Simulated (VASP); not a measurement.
Wanted: the native input for a VASP 6.6.1 run.

```yaml
Task: single point
Functional: PBE
Potentials_or_basis: VASP PAW PBE potentials, release 64 (Ba_sv, Hf_pv, O)
Cutoff: 520 eV
k_mesh: 6 × 6 × 6
Occupations: gaussian, width 0.02 eV
Spin: no spin polarisation
Dipole_correction: no
Further_INCAR_settings: ALGO = Normal; EDIFF = 1e-06; NBANDS = 27
```

The structure of BaHfO3 lies in POSCAR:

```
BaHfO3
1.0
    4.1695667999      0.0000000000      0.0000000000
    0.0000000000      4.1695667999      0.0000000000
    0.0000000000      0.0000000000      4.1703766343
Ba Hf O
1 1 3
Direct
    0.5000000000      0.5000000000      0.9964249600
    0.0000000000      0.0000000000      0.4978753300
    0.0000000000      0.5000000000      0.4988901400
    0.5359749603      0.0000000000      0.4988901400
    0.0000000000      0.0000000000      0.9979412200
```

This cell differs from its parent crystal: one atom moved.

The input as run:

INCAR

```
SYSTEM = BaHfO3
PREC = Accurate ; ENCUT = 520
EDIFF = 1E-6 ; ISMEAR = 0
SIGMA = 0.02 ; LREAL = .FALSE.
LASPH = .TRUE. ; NELM = 100
ALGO = Normal ; ISIF = 2
LWAVE = .FALSE. ; LCHARG = .FALSE.
GGA = PE ; NBANDS = 27
```

KPOINTS

```
regular mesh
0
G
  6 6 6
  0 0 0
```

Potentials or basis: VASP PAW PBE potentials, release 64 (Ba_sv, Hf_pv, O).

The run is started by

```console
$ cat potpaw_PBE.64/Ba_sv/POTCAR potpaw_PBE.64/Hf_pv/POTCAR potpaw_PBE.64/O/POTCAR > POTCAR
$ mpirun -np 1 vasp_std > vasp.out
```

Results of the run:

```
Pressure               : 5.6 GPa
Largest force          : 2.365 eV/Å
Band gap on the k mesh : 3.60 eV, indirect (least direct gap 3.86 eV)
```

Caveat: the cell differs from its parent crystal (one atom moved); spin-orbit coupling is left out, which moves the levels of the heavy elements; forces of over 1 eV/Å act on the atoms, so gaps and moduli don't describe the material at rest.

Run time: 41 s on 1 thread of Intel(R) Xeon(R) 6975P-C (Granite Rapids) (shared host), peak memory 0.28 GiB.
